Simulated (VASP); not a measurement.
# Al in VASP: single point with PBE

Aim: the single point of Al with PBE.

Program: VASP 6.6.1. These are calculated values, not measurements. Logs are shortened: lines on timing, memory, paths and dates and some standing lists are left out, and cuts for length are marked.

**1. The cell of the first run**

The cell holds a cluster in a box, 1 atom: a = 10.000 Å, b = 10.000 Å, c = 10.000 Å, α = 90.00°, β = 90.00°, γ = 90.00°.

**2. Single point, PBE, collinear spin, ferromagnetic start**

Contents of INCAR:

```
SYSTEM = Al
PREC     = Accurate       ! precision mode
ENCUT    = 400            ! plane-wave cutoff, eV
EDIFF    = 1E-6           ! SCF threshold, eV
ISMEAR   = -1             ! smearing method
SIGMA    = 0.05           ! smearing width, eV
LREAL    = .FALSE.        ! projectors in reciprocal space
LASPH    = .TRUE.         ! aspherical terms in the spheres
NELM     = 200            ! most SCF steps
ALGO     = Normal         ! electronic algorithm
ISIF     = 2              ! what is computed and relaxed
LWAVE    = .FALSE.        ! write WAVECAR
LCHARG   = .FALSE.        ! write CHGCAR
ISPIN    = 2              ! spin polarisation
MAGMOM   = 1              ! initial moments
LORBIT   = 11             ! projections on sites
GGA      = PE             ! functional
NBANDS   = 12             ! bands
GGA_COMPAT= .FALSE.
```

Contents of KPOINTS:

```
Automatic mesh
0
G
  1 1 1
  0 0 0
```

Contents of POSCAR:

```
Al
1.0
   10.0000000000      0.0000000000      0.0000000000
    0.0000000000     10.0000000000      0.0000000000
    0.0000000000      0.0000000000     10.0000000000
Al
1
Direct
    0.0000000000      0.0000000000      0.0000000000
```

Potentials or basis: VASP PAW PBE potentials, release 64 (Al).

On the command line:

```console
$ cat potpaw_PBE.64/Al/POTCAR > POTCAR
$ mpirun -np 1 vasp_gam > vasp.out
```

OUTCAR:

```text
SYSTEM = Al
   PREC = Accurate
   ENCUT = 400
   EDIFF = 1E-6
   ISMEAR = -1
   LREAL = .FALSE.
   LASPH = .TRUE.
   NELM = 200
   ISIF = 2
   ISPIN = 2
   LORBIT = 11
   GGA = PE

 ion  position               nearest neighbor table
   1  0.000  0.000  0.000-

  LATTYP: Found a simple cubic cell.
 ALAT       =    10.0000000000

  Lattice vectors:

 A1 = (  10.0000000000,   0.0000000000,   0.0000000000)
 A2 = (   0.0000000000,  10.0000000000,   0.0000000000)
 A3 = (   0.0000000000,   0.0000000000,  10.0000000000)

Analysis of symmetry for initial positions (statically):
=====================================================================
 Subroutine PRICEL returns:
 Original cell was already a primitive cell.

 Routine SETGRP: Setting up the symmetry group for a
 simple cubic supercell.

 Subroutine GETGRP returns: Found 48 space group operations
 (whereof 48 operations were pure point group operations)
 out of a pool of 48 trial point group operations.

The static configuration has the point symmetry O_h .

Analysis of symmetry for dynamics (positions and initial velocities):
=====================================================================
 Subroutine PRICEL returns:
 Original cell was already a primitive cell.

 Routine SETGRP: Setting up the symmetry group for a
 simple cubic supercell.

 Subroutine GETGRP returns: Found 48 space group operations
 (whereof 48 operations were pure point group operations)
 out of a pool of 48 trial point group operations.

The dynamic configuration has the point symmetry O_h .

Analysis of structural, dynamic, and magnetic symmetry:
=====================================================================
 Subroutine PRICEL returns:
 Original cell was already a primitive cell.

 Routine SETGRP: Setting up the symmetry group for a
 simple cubic supercell.

 Subroutine GETGRP returns: Found 48 space group operations
 (whereof 48 operations were pure point group operations)
 out of a pool of 48 trial point group operations.

The overall configuration has the point symmetry O_h .

 Subroutine INISYM returns: Found 48 space group operations
 (whereof 48 operations are pure point group operations),
 and found     1 'primitive' translations

----------------------------------------------------------------------------------------

                                     Primitive cell

  volume of cell :    1000.0000

  direct lattice vectors                    reciprocal lattice vectors
    10.000000000  0.000000000  0.000000000     0.100000000  0.000000000  0.000000000
     0.000000000 10.000000000  0.000000000     0.000000000  0.100000000  0.000000000
     0.000000000  0.000000000 10.000000000     0.000000000  0.000000000  0.100000000

  length of vectors
    10.000000000 10.000000000 10.000000000     0.100000000  0.100000000  0.100000000

  position of ions in fractional coordinates (direct lattice)
     0.000000000  0.000000000  0.000000000

  ion indices of the primitive-cell ions
   primitive index   ion index
                 1           1

----------------------------------------------------------------------------------------

 KPOINTS: Automatic mesh

Automatic generation of k-mesh.
 Grid dimensions read from file:
 generate k-points for:    1    1    1

 Generating k-lattice:

  Cartesian coordinates                     Fractional coordinates (reciprocal lattice)
     0.100000000  0.000000000  0.000000000     1.000000000  0.000000000  0.000000000
     0.000000000  0.100000000  0.000000000     0.000000000  1.000000000  0.000000000
     0.000000000  0.000000000  0.100000000     0.000000000  0.000000000  1.000000000

  Length of vectors
     0.100000000  0.100000000  0.100000000

  Shift w.r.t. Gamma in fractional coordinates (k-lattice)
     0.000000000  0.000000000  0.000000000

 Subroutine IBZKPT returns following result:
 ===========================================

 Found      1 irreducible k-points:

 Following reciprocal coordinates:
            Coordinates               Weight
  0.000000  0.000000  0.000000      1.000000
   k-points           NKPTS =      1   k-points in BZ     NKDIM =      1   number of bands    NBANDS=     12
   number of dos      NEDOS =    301   number of ions     NIONS =      1
   total plane-waves  NPLWV = 343000
   dimension x,y,z NGX =    70 NGY =   70 NGZ =   70
   dimension x,y,z NGXF=   140 NGYF=  140 NGZF=  140
   ions per type =               1
   NGX,Y,Z   is equivalent  to a cutoff of  11.64, 11.64, 11.64 a.u.
   NGXF,Y,Z  is equivalent  to a cutoff of  23.27, 23.27, 23.27 a.u.
 SYSTEM =  Al
   PREC   = accura    normal or accurate (medium, high low for compatibility)
   ISTART =      0    job   : 0-new  1-cont  2-samecut
   ICHARG =      2    charge: 1-file 2-atom 10-const
   ISPIN  =      2    spin polarized calculation?
   LNONCOLLINEAR =      F non collinear calculations
   LSORBIT =      F    spin-orbit coupling
   LASPH  =      T    aspherical Exc in radial PAW
   ENCUT  =  400.0 eV  29.40 Ry    5.42 a.u.  16.31 16.31 16.31*2*pi/ulx,y,z
   NELM   =    200;   NELMIN=  2; NELMDL= -5     # of ELM steps
   EDIFF  = 0.1E-05   stopping-criterion for ELM
   LREAL  =      F    real-space projection
   EDIFFG = 0.1E-04   stopping-criterion for IOM
   NSW    =      0    number of steps for IOM
   IBRION =     -1    ionic relax: 0-MD 1-quasi-New 2-CG
   NFREE  =      0    steps in history (QN), initial steepest desc. (CG)
   ISIF   =      2    stress and relaxation
   ISYM   =      2    0-nonsym 1-usesym 2-fastsym
   POTIM  = 0.5000    time-step for ionic-motion
   TEBEG  =    0.0;   TEEND  =   0.0 temperature during run
   PSTRESS=    0.0 pullay stress
   NELECT =       3.0000    total number of electrons
   NUPDOWN=      -1.0000    fix difference up-down
   EMIN   =  10.00;   EMAX   =-10.00  energy-range for DOS
   EFERMI =   0.00;   METHOD = LEGACY
   ISMEAR =    -1;   SIGMA  =   0.05  broadening in eV -4-tet -1-fermi 0-gaus
   EFERMI_NEDOS =   21; number of points for ismear=-14 and -15
   IALGO  =     38    algorithm
   IMIX   =      4    mixing-type and parameters
     AMIX     =   0.40;   BMIX     =  1.00
     AMIX_MAG =   1.60;   BMIX_MAG =  1.00
  volume/ion in A,a.u.               =    1000.00      6748.33
  Fermi-wavevector in a.u.,A,eV,Ry     =   0.236110  0.446184  0.758500  0.055748
  Thomas-Fermi vector in A             =   1.036123
   LORBIT       =     11    0 simple, 1 ext, 2 COOP (PROOUT), +10 PAW based schemes
   GGA     = PE    functional components
   LHFCALC =     F    Hartree Fock is set to
   AEXX    =    0.0000 exact exchange contribution
   IVDW    =     0    specifies the selected vdW correction
   LEPSILON=     F    determine dielectric tensor
   LRPA    =     F    only Hartree local field effects (RPA)
 spin polarized calculation
  energy-cutoff  :      400.00
  volume of cell :     1000.00
 maximum number of plane-waves:      9019
 NGX is ok and might be reduce to    70
   NGX = 33   NGY = 33   NGZ = 33

 number of electron       3.0000000 magnetization       0.9999996

 Free energy of the ion-electron system (eV)
  ---------------------------------------------------
  ext. energy  EPLUGINS =         0.00000000
  ---------------------------------------------------
  free energy    TOTEN  =        -0.28568259 eV

  energy without entropy =       -0.19020530  energy(sigma->0) =       -0.23794395

 E-fermi :  -2.7758     XC(G=0):  -0.9985

 val. band max:       -7.0140640699   @ k =   0.0000   0.0000   0.0000
 cond. band min:      -2.7411789107   @ k =   0.0000   0.0000   0.0000
 fundamental gap:      4.2728851592
 Fermi energy:        -2.7758362744

 spin component 1

 k-point     1 :       0.0000    0.0000    0.0000
  band No.  band energies     occupation
      1      -7.7811      1.00000
      2      -2.7412      0.33333
      3      -2.7412      0.33333
      4      -2.7412      0.33333
      5      -0.5629      0.00000
      6       0.6270      0.00000
      7       0.6270      0.00000
      8       1.1195      0.00000
      9       1.1195      0.00000
     10       1.1195      0.00000
     11       1.3698      0.00000
     12       1.4476      0.00000
 Fermi energy:        -2.7758362744

 spin component 2

 k-point     1 :       0.0000    0.0000    0.0000
  band No.  band energies     occupation
      1      -7.0141      1.00000
      2      -1.9506      0.00000
      3      -1.9506      0.00000
      4      -1.9506      0.00000
      5      -0.0870      0.00000
      6       1.1438      0.00000
      7       1.1438      0.00000
      8       1.6183      0.00000
      9       1.6183      0.00000
     10       1.6183      0.00000
     11       1.6549      0.00000
     12       2.0554      0.00000

------------------------ aborting loop because EDIFF is reached ----------------------------------------

  FORCE on cell =-STRESS in cart. coord.  units (eV):
  Direction    XX          YY          ZZ          XY          YZ          ZX
  --------------------------------------------------------------------------------------
  -------------------------------------------------------------------------------------
  Total        0.0206879      0.0206879      0.0206879      0.0000000      0.0000000      0.0000000
  in kB        0.0331457      0.0331457      0.0331457      0.0000000      0.0000000      0.0000000
  external PRESSURE =       0.0331457 kB  Pullay stress =       0.0000000 kB

 VOLUME and BASIS-vectors are now :
 -----------------------------------------------------------------------------
  energy-cutoff  :      400.00
  volume of cell :     1000.00
      direct lattice vectors                 reciprocal lattice vectors
    10.000000000  0.000000000  0.000000000     0.100000000  0.000000000  0.000000000
     0.000000000 10.000000000  0.000000000     0.000000000  0.100000000  0.000000000
     0.000000000  0.000000000 10.000000000     0.000000000  0.000000000  0.100000000

 POSITION                                       TOTAL-FORCE (eV/Angst)
 -----------------------------------------------------------------------------------
      0.00000      0.00000      0.00000         0.000000      0.000000      0.000000
 -----------------------------------------------------------------------------------
    total drift:                               -0.000000      0.000000     -0.000000

  FREE ENERGIE OF THE ION-ELECTRON SYSTEM (eV)
  ---------------------------------------------------
  free  energy   TOTEN  =        -0.2856825936 eV

  energy  without entropy=       -0.1902052971  energy(sigma->0) =       -0.23794395

 total charge

# of ion       s       p       d       tot
------------------------------------------
    1        0.614   0.145   0.000   0.759

 magnetization (x)

# of ion       s       p       d       tot
------------------------------------------
    1       -0.006   0.145   0.000   0.138
```

Run time: 38 s. Hardware: 1 thread of Intel Xeon 6975P-C (Granite Rapids), shared host; peak memory 0.88 GiB.

Results:

```
Free energy                                           : -0.2857 eV
Gap between the frontier levels                       : zero (filled and empty bands touch)
Net moment                                            : 1.00 μB per cell
Site moments                                          : Al +0.14 μB
Valence electrons inside the program's atomic spheres : Al 0.76
```
